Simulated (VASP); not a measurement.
# Li2Pt (P6/mmm) in VASP: a series of runs

Runs on Li2Pt. Level: LDA. Tasks: electric field gradients.

Program: VASP 6.6.1. These are calculated values, not measurements. Logs are shortened: lines on timing, memory, paths and dates and some standing lists are left out, and cuts for length are marked.

### Step 1. The cell of the first run

Symmetry: P6/mmm, No. 191, hexagonal system. The conventional cell has a = 4.102 Å, b = 4.102 Å, c = 2.661 Å, α = 90.00°, β = 90.00°, γ = 120.00°. Within 3.1 Å of Li (site symmetry -6m2) lie 5 Li at 2.37 to 2.66 Å and 6 Pt at 2.72 Å. Pt (site symmetry 6/mmm) has 2 Pt at 2.66 Å and 12 Li at 2.72 Å within 3.5 Å.

### Step 2. Electric field gradients, LDA (equal xx and yy strain of -2 %)

The input, INCAR:

```
ALGO = Normal
EDIFF = 1E-8
ENCUT = 520
GGA = CA
ISIF = 2
ISMEAR = -1
LASPH = True
LCHARG = False
LEFG = True
LREAL = False
LWAVE = False
NBANDS = 15
NELM = 80
PREC = Accurate
SIGMA = 0.03
```

The input, KPOINTS:

```
k-points
0
Gamma
  9 9 12
```

The input, POSCAR:

```
Li2Pt
1.0
    4.1022790069      0.0000000000      0.0000000000
   -2.0511395034      3.5526778334      0.0000000000
    0.0000000000      0.0000000000      2.6610000000
Li Pt
2 1
Direct
    0.3333333333      0.6666666667      0.5000000000
    0.6666666667      0.3333333333      0.5000000000
    0.0000000000      0.0000000000      0.0000000000
```

Potentials or basis: VASP PAW LDA potentials, release 64 (Li_sv, Pt).

Started as:

```sh
cat potpaw_LDA.64/Li_sv/POTCAR potpaw_LDA.64/Pt/POTCAR > POTCAR
mpirun -np 1 vasp_std > vasp.out
```

OUTCAR:

```text
EDIFF = 1E-8
   ENCUT = 520
   GGA = CA
   ISIF = 2
   ISMEAR = -1
   LASPH = True
   LREAL = False
   NELM = 80
   PREC = Accurate

 ion  position               nearest neighbor table
   1  0.333  0.667  0.500-   2 2.37   2 2.37   2 2.37   3 2.72   3 2.72   3 2.72   3 2.72   3 2.72
                             3 2.72
   2  0.667  0.333  0.500-   1 2.37   1 2.37   1 2.37   3 2.72   3 2.72   3 2.72   3 2.72   3 2.72
                             3 2.72
   3  0.000  0.000  0.000-   1 2.72   2 2.72   1 2.72   2 2.72   1 2.72   1 2.72   2 2.72   2 2.72
                             2 2.72   2 2.72   1 2.72   1 2.72

  LATTYP: Found a hexagonal cell.
 ALAT       =     4.1022790069
 C/A-ratio  =     0.6486638270

  Lattice vectors:

 A1 = (   4.1022790069,   0.0000000000,   0.0000000000)
 A2 = (  -2.0511395034,   3.5526778334,   0.0000000000)
 A3 = (   0.0000000000,   0.0000000000,   2.6610000000)

Analysis of symmetry for initial positions (statically):
=====================================================================
 Subroutine PRICEL returns:
 Original cell was already a primitive cell.

 Routine SETGRP: Setting up the symmetry group for a
 hexagonal supercell.

 Subroutine GETGRP returns: Found 24 space group operations
 (whereof 24 operations were pure point group operations)
 out of a pool of 24 trial point group operations.

The static configuration has the point symmetry D_6h.

Analysis of symmetry for dynamics (positions and initial velocities):
=====================================================================
 Subroutine PRICEL returns:
 Original cell was already a primitive cell.

 Routine SETGRP: Setting up the symmetry group for a
 hexagonal supercell.

 Subroutine GETGRP returns: Found 24 space group operations
 (whereof 24 operations were pure point group operations)
 out of a pool of 24 trial point group operations.

The dynamic configuration has the point symmetry D_6h.

 Subroutine INISYM returns: Found 24 space group operations
 (whereof 24 operations are pure point group operations),
 and found     1 'primitive' translations

----------------------------------------------------------------------------------------

                                     Primitive cell

  volume of cell :      38.7816

  direct lattice vectors                    reciprocal lattice vectors
     4.102279007  0.000000000  0.000000000     0.243766940  0.140738908  0.000000000
    -2.051139503  3.552677833  0.000000000     0.000000000  0.281477817  0.000000000
     0.000000000  0.000000000  2.661000000     0.000000000  0.000000000  0.375798572

  length of vectors
     4.102279007  4.102279007  2.661000000     0.281477817  0.281477817  0.375798572

  position of ions in fractional coordinates (direct lattice)
     0.333333333  0.666666667  0.500000000
     0.666666667  0.333333333  0.500000000
     0.000000000  0.000000000  0.000000000

  ion indices of the primitive-cell ions
   primitive index   ion index
                 1           1
                 2           2
                 3           3

----------------------------------------------------------------------------------------

 KPOINTS: k-points

Automatic generation of k-mesh.
 Grid dimensions read from file:
 generate k-points for:    9    9   12

 Generating k-lattice:

  Cartesian coordinates                     Fractional coordinates (reciprocal lattice)
     0.027085216  0.015637656  0.000000000     0.111111111  0.000000000  0.000000000
     0.000000000  0.031275313  0.000000000     0.000000000  0.111111111  0.000000000
     0.000000000  0.000000000  0.031316548     0.000000000  0.000000000  0.083333333

  Length of vectors
     0.031275313  0.031275313  0.031316548

  Shift w.r.t. Gamma in fractional coordinates (k-lattice)
     0.000000000  0.000000000  0.000000000

 Subroutine IBZKPT returns following result:
 ===========================================

 Found     84 irreducible k-points:

 Following reciprocal coordinates:
            Coordinates               Weight
  0.000000  0.000000  0.000000      1.000000
  0.111111 -0.000000  0.000000      6.000000
  0.222222 -0.000000  0.000000      6.000000
  0.333333  0.000000  0.000000      6.000000
  0.444444 -0.000000  0.000000      6.000000
  0.111111  0.111111  0.000000      6.000000
[... 16 lines left out ...]
  0.333333  0.222222  0.083333     24.000000
  0.333333  0.333333  0.083333      4.000000
 [... further k-points ...]
   k-points           NKPTS =     84   k-points in BZ     NKDIM =     84   number of bands    NBANDS=     15
   number of dos      NEDOS =    301   number of ions     NIONS =      3
   total plane-waves  NPLWV =  20480
   dimension x,y,z NGX =    32 NGY =   32 NGZ =   20
   dimension x,y,z NGXF=    64 NGYF=   64 NGZF=   40
   ions per type =               2   1
   NGX,Y,Z   is equivalent  to a cutoff of  12.97, 12.97, 12.49 a.u.
   NGXF,Y,Z  is equivalent  to a cutoff of  25.94, 25.94, 24.99 a.u.
 SYSTEM =  unknown system
   PREC   = accura    normal or accurate (medium, high low for compatibility)
   ISTART =      0    job   : 0-new  1-cont  2-samecut
   ICHARG =      2    charge: 1-file 2-atom 10-const
   ISPIN  =      1    spin polarized calculation?
   LNONCOLLINEAR =      F non collinear calculations
   LSORBIT =      F    spin-orbit coupling
   LASPH  =      T    aspherical Exc in radial PAW
   ENCUT  =  520.0 eV  38.22 Ry    6.18 a.u.   7.63  7.63  4.95*2*pi/ulx,y,z
   NELM   =     80;   NELMIN=  2; NELMDL= -5     # of ELM steps
   EDIFF  = 0.1E-07   stopping-criterion for ELM
   LREAL  =      F    real-space projection
   EDIFFG = 0.1E-06   stopping-criterion for IOM
   NSW    =      0    number of steps for IOM
   IBRION =     -1    ionic relax: 0-MD 1-quasi-New 2-CG
   NFREE  =      0    steps in history (QN), initial steepest desc. (CG)
   ISIF   =      2    stress and relaxation
   ISYM   =      2    0-nonsym 1-usesym 2-fastsym
   POTIM  = 0.5000    time-step for ionic-motion
   TEBEG  =    0.0;   TEEND  =   0.0 temperature during run
   PSTRESS=    0.0 pullay stress
   NELECT =      16.0000    total number of electrons
   NUPDOWN=      -1.0000    fix difference up-down
   EMIN   =  10.00;   EMAX   =-10.00  energy-range for DOS
   EFERMI =   0.00;   METHOD = LEGACY
   ISMEAR =    -1;   SIGMA  =   0.03  broadening in eV -4-tet -1-fermi 0-gaus
   EFERMI_NEDOS =   21; number of points for ismear=-14 and -15
   IALGO  =     38    algorithm
   IMIX   =      4    mixing-type and parameters
     AMIX     =   0.40;   BMIX     =  1.00
     AMIX_MAG =   1.60;   BMIX_MAG =  1.00
  volume/ion in A,a.u.               =      12.93        87.24
  Fermi-wavevector in a.u.,A,eV,Ry     =   1.218726  2.303059 20.208650  1.485294
  Thomas-Fermi vector in A             =   2.354003
   LORBIT       =      0    0 simple, 1 ext, 2 COOP (PROOUT), +10 PAW based schemes
   GGA     = CA    functional components
   LHFCALC =     F    Hartree Fock is set to
   AEXX    =    0.0000 exact exchange contribution
   IVDW    =     0    specifies the selected vdW correction
   LEPSILON=     F    determine dielectric tensor
   LRPA    =     F    only Hartree local field effects (RPA)
 non-spin polarized calculation
  energy-cutoff  :      520.00
  volume of cell :       38.78
 maximum number of plane-waves:      1102
 NGX is ok and might be reduce to    32
   NGX = 15   NGY = 15   NGZ =  9

 number of electron      16.0000001 magnetization

 Free energy of the ion-electron system (eV)
  ---------------------------------------------------
  ext. energy  EPLUGINS =         0.00000000
  ---------------------------------------------------
  free energy    TOTEN  =       -13.16900045 eV

  energy without entropy =      -13.16486169  energy(sigma->0) =      -13.16693107

 E-fermi :   5.3689     XC(G=0): -10.6391

 val. band max:        5.3204421370   @ k =   0.3333   0.0000   0.4167
 cond. band min:       5.3701958117   @ k =   0.2222   0.2222   0.4167
 fundamental gap:      0.0497536747
 Fermi energy:         5.3688981341

 k-point     1 :       0.0000    0.0000    0.0000
  band No.  band energies     occupation
      1     -39.2482      2.00000
      2     -39.1058      2.00000
      3      -1.3064      2.00000
      4       0.9506      2.00000
      5       2.0070      2.00000
      6       2.0070      2.00000
      7       4.7143      2.00000
      8       4.7143      2.00000
      9       9.4813      0.00000
     10       9.4813      0.00000
     11      12.1010      0.00000
     12      12.1010      0.00000
     13      14.8952      0.00000
     14      16.2482      0.00000
     15      16.8304      0.00000

 k-point     2 :       0.1111   -0.0000    0.0000
  band No.  band energies     occupation
      1     -39.2443      2.00000
      2     -39.1096      2.00000
      3      -1.2324      2.00000
      4       0.9991      2.00000
      5       2.0081      2.00000
      6       2.0988      2.00000
      7       4.6951      2.00000
      8       4.7107      2.00000
      9       8.5155      0.00000
     10       8.8349      0.00000
     11      12.7089      0.00000
     12      12.8836      0.00000
     13      15.1589      0.00000
     14      16.7174      0.00000
     15      17.0415      0.00000

 k-point     3 :       0.2222   -0.0000    0.0000
  band No.  band energies     occupation
      1     -39.2333      2.00000
      2     -39.1204      2.00000
      3      -1.0444      2.00000
      4       1.1483      2.00000
      5       2.0436      2.00000
      6       2.3597      2.00000
      7       4.6474      2.00000
      8       4.7016      2.00000
      9       6.8861      0.00000
     10       7.7371      0.00000
     11      13.2636      0.00000
     12      14.4005      0.00000
     13      15.8890      0.00000
     14      17.6504      0.00000
     15      18.1341      0.00000
[... 343 lines left out ...]
 k-point    23 :       0.3333    0.2222    0.0833
  band No.  band energies     occupation
      1     -39.1903      2.00000
      2     -39.1584      2.00000
      3      -0.3334      2.00000
      4       1.9105      2.00000
      5       2.4031      2.00000
      6       3.0361      2.00000
      7       3.7511      2.00000
      8       4.1089      2.00000
      9       5.0789      1.99987
     10       6.1098      0.00000
     11      13.9820      0.00000
     12      16.3993      0.00000
     13      17.3952      0.00000
     14      19.6461      0.00000
     15      20.2208      0.00000

 k-point    24 :       0.3333    0.3333    0.0833
  band No.  band energies     occupation
      1     -39.1743      2.00000
      2     -39.1743      2.00000
      3      -0.2838      2.00000
      4       2.3912      2.00000
      5       2.3912      2.00000
      6       2.4722      2.00000
      7       3.9740      2.00000
      8       3.9740      2.00000
      9       5.4791      0.04949
     10       5.4791      0.04949
     11      14.1489      0.00000
     12      16.8191      0.00000
     13      16.8191      0.00000
     14      20.2321      0.00000
     15      20.2321      0.00000

 [... further k-points ...]

------------------------ aborting loop because EDIFF is reached ----------------------------------------

  FORCE on cell =-STRESS in cart. coord.  units (eV):
  Direction    XX          YY          ZZ          XY          YZ          ZX
  --------------------------------------------------------------------------------------
  -------------------------------------------------------------------------------------
  Total       -0.3351856     -0.3351856     -0.8593576     -0.0000000      0.0000000      0.0000000
  in kB      -13.8474569    -13.8474569    -35.5024736     -0.0000000      0.0000000      0.0000000
  external PRESSURE =     -21.0657958 kB  Pullay stress =       0.0000000 kB

 VOLUME and BASIS-vectors are now :
 -----------------------------------------------------------------------------
  energy-cutoff  :      520.00
  volume of cell :       38.78
      direct lattice vectors                 reciprocal lattice vectors
     4.102279007  0.000000000  0.000000000     0.243766940  0.140738908  0.000000000
    -2.051139503  3.552677833  0.000000000     0.000000000  0.281477817  0.000000000
     0.000000000  0.000000000  2.661000000     0.000000000  0.000000000  0.375798572

 POSITION                                       TOTAL-FORCE (eV/Angst)
 -----------------------------------------------------------------------------------
     -0.00000      2.36845      1.33050        -0.000000     -0.000000      0.000000
      2.05114      1.18423      1.33050         0.000000      0.000000      0.000000
      0.00000      0.00000      0.00000         0.000000      0.000000      0.000000
 -----------------------------------------------------------------------------------
    total drift:                                0.000000     -0.000000     -0.000000

  FREE ENERGIE OF THE ION-ELECTRON SYSTEM (eV)
  ---------------------------------------------------
  free  energy   TOTEN  =       -13.1690004544 eV

  energy  without entropy=      -13.1648616896  energy(sigma->0) =      -13.16693107

 Electric field gradients (V/A^2)
---------------------------------------------------------------------
 ion       V_xx      V_yy      V_zz      V_xy      V_xz      V_yz
---------------------------------------------------------------------
   1      -0.058    -0.061     0.118    -0.003     0.000    -0.000
   2      -0.058    -0.061     0.118    -0.003     0.000    -0.000
   3     172.963   172.963  -345.926    -0.000     0.000     0.000
---------------------------------------------------------------------

 Electric field gradients after diagonalization (V/A^2)
 (convention: |V_zz| > |V_xx| > |V_yy|)
----------------------------------------------------------------------
 ion       V_xx      V_yy      V_zz     asymmetry (V_yy - V_xx)/ V_zz
----------------------------------------------------------------------
   1      -0.062    -0.056     0.118       0.051
   2      -0.062    -0.056     0.118       0.051
   3     172.963   172.963  -345.926       0.000
----------------------------------------------------------------------

           NMR quadrupolar parameters

 Cq : quadrupolar parameter    Cq=e*Q*V_zz/h
 eta: asymmetry parameters     (V_yy - V_xx)/ V_zz
 Q  : nuclear electric quadrupole moment in mb (millibarn)
----------------------------------------------------------------------
 ion       Cq(MHz)       eta       Q (mb)
----------------------------------------------------------------------
   1       0.000       0.051       1.000
   2       0.000       0.051       1.000
   3      -0.836       0.000       1.000
----------------------------------------------------------------------
```

Wall time 28 s (1 thread of Intel Xeon Platinum 8259CL at 2.50GHz (Skylake/Cascade Lake), shared host); peak memory 0.17 GiB.

What came out:

| Quantity | Value |
| --- | --- |
| Free energy | -13.1690 eV |
| Band gap on the k mesh | zero (bands 8 and 9 overlap by 1.83 eV) |
| Largest electric field gradient by atom | Li +0.1; Pt -345.9 V/Å² |

Levels at points of the mesh, in eV from the Fermi level:
```tsv
k point	band 4	band 5	band 6	band 7	band 8	band 9	band 10	band 11	band 12	band 13
(0.00, 0.00, 0.00)	-4.42	-3.36	-3.36	-0.65	-0.65	4.11	4.11	6.73	6.73	9.53
(0.00, 0.00, 0.50)	-3.77	-3.77	-2.18	-2.18	0.57	2.89	6.57	6.57	7.51	10.95
```

Electric field gradients, principal values (V/Å²):
| atom | least | middle | greatest (by size) |
| --- | --- | --- | --- |
| 1 Li | -0.056 | -0.062 | 0.118 |
| 2 Li | -0.056 | -0.062 | 0.118 |
| 3 Pt | 172.963 | 172.963 | -345.926 |

Caveat: the cell differs from its parent crystal (equal xx and yy strain of -2 %); the cutoff is under 1.25 times the usual one of these potentials, so pressure, stress and relaxed cells hold a basis-set (Pulay) error; without QUAD_EFG the Cq values of the log hold for a quadrupole moment of 1 mb, not for the nuclei; spin-orbit coupling is left out, which moves the levels of the heavy elements.

(Part 1 of 2 ends here.)
